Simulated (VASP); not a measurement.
# KCl (Fm-3m) in VASP: further runs, part 2 of 2

VASP 6.6.1.

### Step 4. Single point, r2SCAN

Contents of POSCAR:

```
KCl
1.0
    0.0000000000      3.1448483221      3.1448483221
    3.1448483221      0.0000000000      3.1448483221
    3.1448483221      3.1448483221      0.0000000000
K Cl
1 1
Direct
    0.0000000000      0.0000000000      0.0000000000
    0.5000000000      0.5000000000      0.5000000000
```

Contents of INCAR.step1:

```
  PREC = Accurate
  ENCUT = 520
  ISMEAR = 0
  SIGMA = 0.01
  LREAL = F
  LASPH = T
  NELM = 60
  NBANDS = 15
  GGA = PE
  ALGO = Normal
  EDIFF = 1E-4
  LWAVE = T
  LCHARG = F
```

Contents of INCAR.step2:

```
  PREC = Accurate
  ENCUT = 520
  EDIFF = 1E-6
  ISMEAR = 0
  SIGMA = 0.01
  LREAL = F
  LASPH = T
  NELM = 60
  ALGO = Normal
  ISIF = 2
  LWAVE = F
  LCHARG = T
  METAGGA = R2SCAN
  LMIXTAU = T
  LELF = T
  LVHAR = T
  NBANDS = 15
  ISTART = 1
```

Contents of KPOINTS:

```
Automatic mesh
0
Gamma
  6 6 6
```

Potentials or basis: VASP PAW PBE potentials, release 64 (K_sv, Cl).

Launch:

```console
> cat potpaw_PBE.64/K_sv/POTCAR potpaw_PBE.64/Cl/POTCAR > POTCAR
> cp INCAR.step1 INCAR
> mpirun -np 1 vasp_std > vasp.out
> cp INCAR.step2 INCAR
> mpirun -np 1 vasp_std > vasp.out
```

OUTCAR:

```text
PREC = Accurate
   ENCUT = 520
   EDIFF = 1E-6
   ISMEAR = 0
   LREAL = F
   LASPH = T
   NELM = 60
   ISIF = 2
   METAGGA = R2SCAN
   ISTART = 1

 ion  position               nearest neighbor table
   1  0.000  0.000  0.000-   2 3.14   2 3.14   2 3.14   2 3.14   2 3.14   2 3.14
   2  0.500  0.500  0.500-   1 3.14   1 3.14   1 3.14   1 3.14   1 3.14   1 3.14

  LATTYP: Found a face centered cubic cell.
 ALAT       =     6.2896966442

  Lattice vectors:

 A1 = (   0.0000000000,   3.1448483221,   3.1448483221)
 A2 = (   3.1448483221,   0.0000000000,   3.1448483221)
 A3 = (   3.1448483221,   3.1448483221,   0.0000000000)

Analysis of symmetry for initial positions (statically):
=====================================================================
 Subroutine PRICEL returns:
 Original cell was already a primitive cell.

 Routine SETGRP: Setting up the symmetry group for a
 face centered cubic supercell.

 Subroutine GETGRP returns: Found 48 space group operations
 (whereof 48 operations were pure point group operations)
 out of a pool of 48 trial point group operations.

The static configuration has the point symmetry O_h .
[... 165 lines left out ...]
      4     -13.2143      2.00000
      5     -13.2143      2.00000
      6      -2.2581      2.00000
      7      -2.2581      2.00000
      8      -2.2581      2.00000
      9       3.5771      0.00000
     10       6.7765      0.00000
     11       6.7765      0.00000
     12       6.7765      0.00000
     13       7.8204      0.00000
     14       7.8204      0.00000
[... 257 lines left out ...]
      2     -14.8935      2.00000
      3     -13.3326      2.00000
      4     -13.2902      2.00000
      5     -13.1661      2.00000
      6      -2.8393      2.00000
      7      -2.6777      2.00000
      8      -2.6213      2.00000
      9       5.5223      0.00000
     10       7.2603      0.00000
     11       7.7186      0.00000
     12       8.8238      0.00000
     13       9.5962      0.00000
     14      10.2765      0.00000
     15      10.8717      0.00000

------------------------ aborting loop because EDIFF is reached ----------------------------------------

  FORCE on cell =-STRESS in cart. coord.  units (eV):
  Direction    XX          YY          ZZ          XY          YZ          ZX
  --------------------------------------------------------------------------------------
  -------------------------------------------------------------------------------------
  Total        0.0011201      0.0011201      0.0011201      0.0000000      0.0000000     -0.0000000
  in kB        0.0288505      0.0288505      0.0288505      0.0000000      0.0000000     -0.0000000
  external PRESSURE =       0.0288505 kB  Pullay stress =       0.0000000 kB

 VOLUME and BASIS-vectors are now :
 -----------------------------------------------------------------------------
  energy-cutoff  :      520.00
  volume of cell :       62.21
      direct lattice vectors                 reciprocal lattice vectors
     0.000000000  3.144848322  3.144848322    -0.158990180  0.158990180  0.158990180
     3.144848322  0.000000000  3.144848322     0.158990180 -0.158990180  0.158990180
     3.144848322  3.144848322  0.000000000     0.158990180  0.158990180 -0.158990180

 POSITION                                       TOTAL-FORCE (eV/Angst)
 -----------------------------------------------------------------------------------
      0.00000      0.00000      0.00000        -0.000000      0.000000      0.000000
      3.14485      3.14485      3.14485         0.000000     -0.000000     -0.000000
 -----------------------------------------------------------------------------------
    total drift:                                0.000000      0.000000      0.000000

  FREE ENERGIE OF THE ION-ELECTRON SYSTEM (eV)
  ---------------------------------------------------
  free  energy   TOTEN  =       -16.5064877301 eV

  energy  without entropy=      -16.5064877301  energy(sigma->0) =      -16.50648773
```

OUTCAR.step1:

```text
PREC = Accurate
   ENCUT = 520
   ISMEAR = 0
   LREAL = F
   LASPH = T
[... 498 lines left out ...]
 -----------------------------------------------------------------------------------
      0.00000      0.00000      0.00000        -0.000000     -0.000000      0.000000
      3.14485      3.14485      3.14485         0.000000      0.000000     -0.000000
 -----------------------------------------------------------------------------------
    total drift:                                0.000000      0.000000      0.000000

  FREE ENERGIE OF THE ION-ELECTRON SYSTEM (eV)
  ---------------------------------------------------
  free  energy   TOTEN  =        -6.8033691772 eV

  energy  without entropy=       -6.8033691772  energy(sigma->0) =       -6.80336918
```

OSZICAR.step1:

```text
N       E                     dE             d eps       ncg     rms          rms(c)
DAV:   1     0.101541734502E+03    0.10154E+03   -0.70101E+03   480   0.950E+02
DAV:   2    -0.927927934253E+00   -0.10247E+03   -0.95178E+02   615   0.236E+02
DAV:   3    -0.687055852995E+01   -0.59426E+01   -0.59089E+01   669   0.515E+01
DAV:   4    -0.709281314892E+01   -0.22225E+00   -0.22218E+00   759   0.870E+00
DAV:   5    -0.709431722636E+01   -0.15041E-02   -0.15041E-02   669   0.800E-01    0.333E+00
DAV:   6    -0.680468831485E+01    0.28963E+00   -0.41941E-01   599   0.327E+00    0.273E+00
DAV:   7    -0.678991622338E+01    0.14772E-01   -0.10351E-01   648   0.182E+00    0.157E+00
DAV:   8    -0.680205383452E+01   -0.12138E-01   -0.15895E-02   650   0.947E-01    0.180E-01
DAV:   9    -0.680278246308E+01   -0.72863E-03   -0.91698E-04   606   0.189E-01    0.962E-02
DAV:  10    -0.680336504971E+01   -0.58259E-03   -0.60953E-04   529   0.155E-01    0.200E-02
DAV:  11    -0.680336917717E+01   -0.41275E-05   -0.17634E-05   492   0.269E-02
   1 F= -.68033692E+01 E0= -.68033692E+01  d E =-.336168E-30
```

Run time: 67 s. Hardware: 1 thread of Intel Xeon 6975P-C, shared host; peak memory 0.21 GiB.

What came out:

```
Free energy            : -16.5065 eV
Pressure               : 0.0 GPa
Band gap on the k mesh : 5.84 eV, direct
```

Caveat: the PAW data sets were made with another functional, which shifts forces and pressure a little.

### Step 5. Single point, r2SCAN

POSCAR is that of step 4.

Contents of INCAR.step1:

```
PREC = Accurate
ENCUT = 520
ISMEAR = 1
SIGMA = 0.5
LREAL = F
LASPH = T
NELM = 60
NBANDS = 15
GGA = PE
ALGO = Normal
EDIFF = 1E-4
LWAVE = T
LCHARG = F
```

Contents of INCAR.step2:

```
PREC = Accurate
ENCUT = 520
EDIFF = 1E-7
ISMEAR = 1
SIGMA = 0.5
LREAL = F
LASPH = T
NELM = 60
ALGO = Normal
ISIF = 2
LWAVE = F
LCHARG = F
METAGGA = R2SCAN
LMIXTAU = T
NBANDS = 15
ISTART = 1
```

Contents of KPOINTS:

```
regular mesh
0
Gamma
  6 6 6
```

Potentials or basis: VASP PAW PBE potentials, release 64 (K_sv, Cl).

Launch:

```console
> cat potpaw_PBE.64/K_sv/POTCAR potpaw_PBE.64/Cl/POTCAR > POTCAR
> cp INCAR.step1 INCAR
> mpirun -np 1 vasp_std > vasp.out
> cp INCAR.step2 INCAR
> mpirun -np 1 vasp_std > vasp.out
```

OUTCAR:

```text
PREC = Accurate
   ENCUT = 520
   EDIFF = 1E-7
   ISMEAR = 1
   LREAL = F
   LASPH = T
   NELM = 60
   ISIF = 2
   METAGGA = R2SCAN
   ISTART = 1

 ion  position               nearest neighbor table
   1  0.000  0.000  0.000-   2 3.14   2 3.14   2 3.14   2 3.14   2 3.14   2 3.14
   2  0.500  0.500  0.500-   1 3.14   1 3.14   1 3.14   1 3.14   1 3.14   1 3.14

  LATTYP: Found a face centered cubic cell.
 ALAT       =     6.2896966442

  Lattice vectors:
[... 464 lines left out ...]
     15      10.8720      0.00000

------------------------ aborting loop because EDIFF is reached ----------------------------------------

  FORCE on cell =-STRESS in cart. coord.  units (eV):
  Direction    XX          YY          ZZ          XY          YZ          ZX
  --------------------------------------------------------------------------------------
  -------------------------------------------------------------------------------------
  Total       -0.0465274     -0.0465274     -0.0465274      0.0000000      0.0000000     -0.0000000
  in kB       -1.1983679     -1.1983679     -1.1983679      0.0000000      0.0000000     -0.0000000
  external PRESSURE =      -1.1983679 kB  Pullay stress =       0.0000000 kB

 VOLUME and BASIS-vectors are now :
 -----------------------------------------------------------------------------
  energy-cutoff  :      520.00
  volume of cell :       62.21
      direct lattice vectors                 reciprocal lattice vectors
     0.000000000  3.144848322  3.144848322    -0.158990180  0.158990180  0.158990180
     3.144848322  0.000000000  3.144848322     0.158990180 -0.158990180  0.158990180
     3.144848322  3.144848322  0.000000000     0.158990180  0.158990180 -0.158990180

 POSITION                                       TOTAL-FORCE (eV/Angst)
 -----------------------------------------------------------------------------------
      0.00000      0.00000      0.00000         0.000000      0.000000     -0.000000
      3.14485      3.14485      3.14485        -0.000000     -0.000000      0.000000
 -----------------------------------------------------------------------------------
    total drift:                                0.000000      0.000000      0.000000

  FREE ENERGIE OF THE ION-ELECTRON SYSTEM (eV)
  ---------------------------------------------------
  free  energy   TOTEN  =       -16.4508441646 eV

  energy  without entropy=      -16.5379352031  energy(sigma->0) =      -16.47987451
```

OSZICAR.step1:

```text
N       E                     dE             d eps       ncg     rms          rms(c)
DAV:   1     0.101544908689E+03    0.10154E+03   -0.70101E+03   480   0.950E+02
DAV:   2    -0.926201589936E+00   -0.10247E+03   -0.95147E+02   615   0.236E+02
DAV:   3    -0.680865913596E+01   -0.58825E+01   -0.59081E+01   669   0.515E+01
DAV:   4    -0.703098236452E+01   -0.22232E+00   -0.22223E+00   759   0.870E+00
DAV:   5    -0.703248892866E+01   -0.15066E-02   -0.15065E-02   669   0.801E-01    0.333E+00
DAV:   6    -0.674890615049E+01    0.28358E+00   -0.40875E-01   599   0.323E+00    0.272E+00
DAV:   7    -0.673454801566E+01    0.14358E-01   -0.10119E-01   648   0.180E+00    0.156E+00
DAV:   8    -0.674644784378E+01   -0.11900E-01   -0.15609E-02   650   0.937E-01    0.177E-01
DAV:   9    -0.674718248270E+01   -0.73464E-03   -0.91459E-04   606   0.189E-01    0.941E-02
DAV:  10    -0.674774482276E+01   -0.56234E-03   -0.58507E-04   529   0.152E-01    0.192E-02
DAV:  11    -0.674774923665E+01   -0.44139E-05   -0.17326E-05   492   0.266E-02
   1 F= -.67477492E+01 E0= -.67767314E+01  d E =0.869465E-01
```

Run time: 85 s. Hardware: 1 thread of Intel Xeon 6975P-C, shared host; peak memory 0.22 GiB.

Results:

```
Free energy            : -16.4508 eV
Pressure               : -0.1 GPa
Band gap on the k mesh : 5.84 eV, direct
```

Caveat: the PAW data sets were made with another functional, which shifts forces and pressure a little. r2SCAN opens gaps a little over a GGA but as a rule still falls short of measured ones.

### Step 6. The runs side by side

| k mesh | smearing | gap on the mesh (eV) | pressure (GPa) |
| --- | --- | --- | --- |
| 5 × 5 × 5 | gaussian 0.01 eV | 5.84 | 0.0 |
| 6 × 6 × 6 | gaussian 0.01 eV | 5.84 | 0.0 |
| 6 × 6 × 6 | methfessel-paxton 0.5 eV | 5.84 | -0.1 |

Alike in all rows: task single point; level r2SCAN; potentials or basis VASP PAW PBE potentials, release 64 (K_sv, Cl); no spin polarisation; cell as given; cutoff (eV) 520.

On the cell as given the gap runs from 5.84 eV (r2SCAN) to 5.84 eV (r2SCAN); the meshes differ, which moves gaps too.

Caveats: the PAW data sets were made with another functional, which shifts forces and pressure a little.

Absolute energies hang on the potentials; compare differences alone.
